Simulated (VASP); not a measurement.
# BaTiO3 (P4mm) in VASP: notebook

Runs on BaTiO3. Level: PBEsol. Tasks: single point.

All numbers are computed with VASP 6.6.1; they aren't measurements. Logs are shortened: lines on timing, memory, paths and dates and some standing lists are left out, and cuts for length are marked.

## 1. The cell of the first run

Symmetry: P4mm, No. 99, tetragonal system. Conventional cell: a = 4.000 Å, b = 4.000 Å, c = 4.018 Å, α = 90.00°, β = 90.00°, γ = 90.00°. Within 3.7 Å of Ba (site symmetry 4mm) lie 12 O at 2.79 to 2.88 Å and 8 Ti at 3.45 to 3.49 Å. Ti (site symmetry 4mm) has 6 O at 1.89 to 2.13 Å within 2.5 Å. O (site symmetry 4mm) has 2 Ti at 1.89 to 2.13 Å within 2.5 Å. O (site symmetry 2mm) has 2 Ti at 2.00 Å and 4 Ba at 2.79 to 2.88 Å and 8 O at 2.83 to 2.84 Å within 2.9 Å.

## 2. Single point, PBEsol

INCAR

```
ALGO     = Normal         # electronic algorithm
EDIFF    = 1E-6           # SCF threshold, eV
ENCUT    = 520            # plane-wave cutoff, eV
GGA      = PS             # functional
ISIF     = 2              # what is computed and relaxed
ISMEAR   = 0              # smearing method
LASPH    = T              # aspherical terms in the spheres
LCHARG   = F              # write CHGCAR
LREAL    = F              # projectors in reciprocal space
LWAVE    = F              # write WAVECAR
NBANDS   = 28             # bands
NELM     = 60             # most SCF steps
PREC     = Accurate       # precision mode
SIGMA    = 0.02           # smearing width, eV
```

KPOINTS

```
k-points
0
Gamma
  5 5 5
```

POSCAR

```
BaTiO3
1.0
    3.9998000000      0.0000000000      0.0000000000
    0.0000000000      3.9998000000      0.0000000000
    0.0000000000      0.0000000000      4.0180000000
Ba Ti O
1 1 3
Direct
    0.0000000000      0.0000000000      0.0000000000
    0.5000000000      0.5000000000      0.4900000000
    0.5000000000      0.5000000000      0.0190000000
    0.5000000000      0.0000000000      0.5170000000
    0.0000000000      0.5000000000      0.5170000000
```

Potentials or basis: VASP PAW PBE potentials, release 64 (Ba_sv, Ti_sv, O).

On the command line:

```console
cat potpaw_PBE.64/Ba_sv/POTCAR potpaw_PBE.64/Ti_sv/POTCAR potpaw_PBE.64/O/POTCAR > POTCAR
mpirun -np 1 vasp_std > vasp.out
```

OUTCAR:

```text
EDIFF = 1E-6
   ENCUT = 520
   GGA = PS
   ISIF = 2
   ISMEAR = 0
   LASPH = T
   LREAL = F
   NELM = 60
   PREC = Accurate

 ion  position               nearest neighbor table
   1  0.000  0.000  0.000-   4 2.79   5 2.79   5 2.79   4 2.79   3 2.83   3 2.83   3 2.83   3 2.83
                             4 2.88   5 2.88   5 2.88   4 2.88   2 3.45   2 3.45   2 3.45   2 3.45
   2  0.500  0.500  0.490-   3 1.89   4 2.00   5 2.00   4 2.00   5 2.00   3 2.13   1 3.45   1 3.45
                             1 3.45   1 3.45   1 3.49   1 3.49   1 3.49   1 3.49
   3  0.500  0.500  0.019-   2 1.89   2 2.13   1 2.83   1 2.83   1 2.83   1 2.83
   4  0.500  0.000  0.517-   2 2.00   2 2.00   1 2.79   1 2.79   1 2.88   1 2.88
   5  0.000  0.500  0.517-   2 2.00   2 2.00   1 2.79   1 2.79   1 2.88   1 2.88

  LATTYP: Found a simple tetragonal cell.
 ALAT       =     3.9998000000
 C/A-ratio  =     1.0045502275

  Lattice vectors:

 A1 = (   3.9998000000,   0.0000000000,   0.0000000000)
 A2 = (   0.0000000000,   3.9998000000,   0.0000000000)
 A3 = (   0.0000000000,   0.0000000000,   4.0180000000)

Analysis of symmetry for initial positions (statically):
=====================================================================
 Subroutine PRICEL returns:
 Original cell was already a primitive cell.

 Routine SETGRP: Setting up the symmetry group for a
 simple tetragonal supercell.

 Subroutine GETGRP returns: Found  8 space group operations
 (whereof  8 operations were pure point group operations)
 out of a pool of 16 trial point group operations.

The static configuration has the point symmetry C_4v.

Analysis of symmetry for dynamics (positions and initial velocities):
=====================================================================
 Subroutine PRICEL returns:
 Original cell was already a primitive cell.

 Routine SETGRP: Setting up the symmetry group for a
 simple tetragonal supercell.

 Subroutine GETGRP returns: Found  8 space group operations
 (whereof  8 operations were pure point group operations)
 out of a pool of 16 trial point group operations.

The dynamic configuration has the point symmetry C_4v.

 Subroutine INISYM returns: Found  8 space group operations
 (whereof  8 operations are pure point group operations),
 and found     1 'primitive' translations

----------------------------------------------------------------------------------------

                                     Primitive cell

  volume of cell :      64.2816

  direct lattice vectors                    reciprocal lattice vectors
     3.999800000  0.000000000  0.000000000     0.250012501  0.000000000  0.000000000
     0.000000000  3.999800000  0.000000000     0.000000000  0.250012501  0.000000000
     0.000000000  0.000000000  4.018000000     0.000000000  0.000000000  0.248880040

  length of vectors
     3.999800000  3.999800000  4.018000000     0.250012501  0.250012501  0.248880040

  position of ions in fractional coordinates (direct lattice)
     0.000000000  0.000000000  0.000000000
     0.500000000  0.500000000  0.490000000
     0.500000000  0.500000000  0.019000000
     0.500000000  0.000000000  0.517000000
     0.000000000  0.500000000  0.517000000

  ion indices of the primitive-cell ions
   primitive index   ion index
                 1           1
                 2           2
                 3           3
                 4           4
                 5           5

----------------------------------------------------------------------------------------

 KPOINTS: k-points

Automatic generation of k-mesh.
 Grid dimensions read from file:
 generate k-points for:    5    5    5

 Generating k-lattice:

  Cartesian coordinates                     Fractional coordinates (reciprocal lattice)
     0.050002500  0.000000000  0.000000000     0.200000000  0.000000000  0.000000000
     0.000000000  0.050002500  0.000000000     0.000000000  0.200000000  0.000000000
     0.000000000  0.000000000  0.049776008     0.000000000  0.000000000  0.200000000

  Length of vectors
     0.050002500  0.050002500  0.049776008

  Shift w.r.t. Gamma in fractional coordinates (k-lattice)
     0.000000000  0.000000000  0.000000000

 Subroutine IBZKPT returns following result:
 ===========================================

 Found     18 irreducible k-points:

 Following reciprocal coordinates:
            Coordinates               Weight
  0.000000  0.000000  0.000000      1.000000
  0.200000  0.000000  0.000000      4.000000
  0.400000  0.000000  0.000000      4.000000
  0.200000  0.200000  0.000000      4.000000
  0.400000  0.200000  0.000000      8.000000
  0.400000  0.400000  0.000000      4.000000
[... 10 lines left out ...]
  0.400000  0.200000  0.400000     16.000000
  0.400000  0.400000  0.400000      8.000000
   k-points           NKPTS =     18   k-points in BZ     NKDIM =     18   number of bands    NBANDS=     28
   number of dos      NEDOS =    301   number of ions     NIONS =      5
   total plane-waves  NPLWV =  27000
   dimension x,y,z NGX =    30 NGY =   30 NGZ =   30
   dimension x,y,z NGXF=    60 NGYF=   60 NGZF=   60
   ions per type =               1   1   3
   NGX,Y,Z   is equivalent  to a cutoff of  12.47, 12.47, 12.41 a.u.
   NGXF,Y,Z  is equivalent  to a cutoff of  24.94, 24.94, 24.83 a.u.
 SYSTEM =  unknown system
   PREC   = accura    normal or accurate (medium, high low for compatibility)
   ISTART =      0    job   : 0-new  1-cont  2-samecut
   ICHARG =      2    charge: 1-file 2-atom 10-const
   ISPIN  =      1    spin polarized calculation?
   LNONCOLLINEAR =      F non collinear calculations
   LSORBIT =      F    spin-orbit coupling
   LASPH  =      T    aspherical Exc in radial PAW
   ENCUT  =  520.0 eV  38.22 Ry    6.18 a.u.   7.44  7.44  7.47*2*pi/ulx,y,z
   NELM   =     60;   NELMIN=  2; NELMDL= -5     # of ELM steps
   EDIFF  = 0.1E-05   stopping-criterion for ELM
   LREAL  =      F    real-space projection
   EDIFFG = 0.1E-04   stopping-criterion for IOM
   NSW    =      0    number of steps for IOM
   IBRION =     -1    ionic relax: 0-MD 1-quasi-New 2-CG
   NFREE  =      0    steps in history (QN), initial steepest desc. (CG)
   ISIF   =      2    stress and relaxation
   ISYM   =      2    0-nonsym 1-usesym 2-fastsym
   POTIM  = 0.5000    time-step for ionic-motion
   TEBEG  =    0.0;   TEEND  =   0.0 temperature during run
   PSTRESS=    0.0 pullay stress
   NELECT =      40.0000    total number of electrons
   NUPDOWN=      -1.0000    fix difference up-down
   EMIN   =  10.00;   EMAX   =-10.00  energy-range for DOS
   EFERMI =   0.00;   METHOD = LEGACY
   ISMEAR =     0;   SIGMA  =   0.02  broadening in eV -4-tet -1-fermi 0-gaus
   EFERMI_NEDOS =   21; number of points for ismear=-14 and -15
   IALGO  =     38    algorithm
   IMIX   =      4    mixing-type and parameters
     AMIX     =   0.40;   BMIX     =  1.00
     AMIX_MAG =   1.60;   BMIX_MAG =  1.00
  volume/ion in A,a.u.               =      12.86        86.76
  Fermi-wavevector in a.u.,A,eV,Ry     =   1.397653  2.641181 26.578078  1.953434
  Thomas-Fermi vector in A             =   2.520888
   LORBIT       =      0    0 simple, 1 ext, 2 COOP (PROOUT), +10 PAW based schemes
   GGA     = PS    functional components
   LHFCALC =     F    Hartree Fock is set to
   AEXX    =    0.0000 exact exchange contribution
   IVDW    =     0    specifies the selected vdW correction
   LEPSILON=     F    determine dielectric tensor
   LRPA    =     F    only Hartree local field effects (RPA)
 non-spin polarized calculation
 Gauss-broadening in eV      SIGMA  =   0.02
  energy-cutoff  :      520.00
  volume of cell :       64.28
 maximum number of plane-waves:      1759
 NGX is ok and might be reduce to    30
   NGX = 15   NGY = 15   NGZ = 15

 number of electron      39.9999978 magnetization

 Free energy of the ion-electron system (eV)
  ---------------------------------------------------
  ext. energy  EPLUGINS =         0.00000000
  ---------------------------------------------------
  free energy    TOTEN  =       -41.98644710 eV

  energy without entropy =      -41.98644710  energy(sigma->0) =      -41.98644710

 E-fermi :   3.8059     XC(G=0): -11.5000

 val. band max:        3.5413359153   @ k =   0.4000   0.4000   0.4000
 cond. band min:       5.4264837855   @ k =   0.0000   0.0000   0.0000
 fundamental gap:      1.8851478702
 Fermi energy:         3.8058818588

 k-point     1 :       0.0000    0.0000    0.0000
  band No.  band energies     occupation
      1     -52.6348      2.00000
      2     -28.9886      2.00000
      3     -28.9581      2.00000
      4     -28.9581      2.00000
      5     -21.1003      2.00000
      6     -13.1400      2.00000
[... 20 lines left out ...]
     27       8.6166      0.00000
     28      10.8041      0.00000

 k-point     2 :       0.2000    0.0000    0.0000
  band No.  band energies     occupation
      1     -52.6344      2.00000
      2     -28.9879      2.00000
      3     -28.9769      2.00000
      4     -28.9574      2.00000
      5     -21.0586      2.00000
      6     -13.1857      2.00000
[... 20 lines left out ...]
     27       9.3424      0.00000
     28      11.7358      0.00000

 k-point     3 :       0.4000    0.0000    0.0000
  band No.  band energies     occupation
      1     -52.6338      2.00000
      2     -29.0070      2.00000
      3     -28.9866      2.00000
      4     -28.9562      2.00000
      5     -20.9893      2.00000
      6     -13.3518      2.00000
[... 20 lines left out ...]
     27      10.8372      0.00000
     28      11.8465      0.00000

 k-point     4 :       0.2000    0.2000    0.0000
  band No.  band energies     occupation
      1     -52.6340      2.00000
      2     -28.9872      2.00000
      3     -28.9763      2.00000
      4     -28.9756      2.00000
      5     -21.0218      2.00000
      6     -13.1472      2.00000
[... 392 lines left out ...]
     27      11.5210      0.00000
     28      12.2441      0.00000

 k-point    17 :       0.4000    0.2000    0.4000
  band No.  band energies     occupation
      1     -52.6326      2.00000
      2     -29.0314      2.00000
      3     -29.0031      2.00000
      4     -28.9726      2.00000
      5     -20.8932      2.00000
      6     -12.7088      2.00000
[... 20 lines left out ...]
     27      11.8534      0.00000
     28      12.1341      0.00000

 k-point    18 :       0.4000    0.4000    0.4000
  band No.  band energies     occupation
      1     -52.6320      2.00000
      2     -29.0299      2.00000
      3     -29.0017      2.00000
      4     -29.0015      2.00000
      5     -20.8530      2.00000
      6     -12.4221      2.00000
[... 20 lines left out ...]
     27      11.2109      0.00000
     28      11.3862      0.00000

------------------------ aborting loop because EDIFF is reached ----------------------------------------

  FORCE on cell =-STRESS in cart. coord.  units (eV):
  Direction    XX          YY          ZZ          XY          YZ          ZX
  --------------------------------------------------------------------------------------
  -------------------------------------------------------------------------------------
  Total       -0.9324583     -0.9324583     -0.5424038      0.0000000      0.0000000      0.0000000
  in kB      -23.2409297    -23.2409297    -13.5190697      0.0000000      0.0000000      0.0000000
  external PRESSURE =     -20.0003097 kB  Pullay stress =       0.0000000 kB

 VOLUME and BASIS-vectors are now :
 -----------------------------------------------------------------------------
  energy-cutoff  :      520.00
  volume of cell :       64.28
      direct lattice vectors                 reciprocal lattice vectors
     3.999800000  0.000000000  0.000000000     0.250012501  0.000000000  0.000000000
     0.000000000  3.999800000  0.000000000     0.000000000  0.250012501  0.000000000
     0.000000000  0.000000000  4.018000000     0.000000000  0.000000000  0.248880040

 POSITION                                       TOTAL-FORCE (eV/Angst)
 -----------------------------------------------------------------------------------
      0.00000      0.00000      0.00000         0.000000      0.000000      0.055297
      1.99990      1.99990      1.96882        -0.000000     -0.000000     -0.161127
      1.99990      1.99990      0.07634         0.000000      0.000000      0.329848
      1.99990      0.00000      2.07731         0.000000      0.000000     -0.112009
      0.00000      1.99990      2.07731         0.000000      0.000000     -0.112009
 -----------------------------------------------------------------------------------
    total drift:                                0.000000      0.000000      0.000235

  FREE ENERGIE OF THE ION-ELECTRON SYSTEM (eV)
  ---------------------------------------------------
  free  energy   TOTEN  =       -41.9864471021 eV

  energy  without entropy=      -41.9864471021  energy(sigma->0) =      -41.98644710
```

It took 15 s on 1 thread of Intel Xeon 6975P-C (Granite Rapids), shared host; peak memory 0.18 GiB.

Results:

```yaml
Free_energy: -41.9864 eV
Pressure: -2.0 GPa
Largest_force: 0.330 eV/Å
Band_gap_on_the_k_mesh: 1.89 eV (least direct gap 2.01 eV)
```

Forces on the atoms (eV/Å):
```
Ba   0.000  0.000  0.055
Ti   0.000  0.000 -0.161
O    0.000  0.000  0.330
O    0.000  0.000 -0.112
O    0.000  0.000 -0.112
```

Levels at points of the mesh, in eV from the valence-band top:
```tsv
k point	band 18	band 19	band 20	band 21	band 22	band 23
(0.00, 0.00, 0.00)	-0.14	-0.13	-0.13	1.89	2.11	2.11
```

Caveat: the PAW data sets were made with another functional, which shifts forces and pressure a little; spin-orbit coupling is left out, which moves the levels of the heavy elements; an odd mesh through Γ misses points on the zone boundary, where band edges can lie.

[end of part 1 of 2]
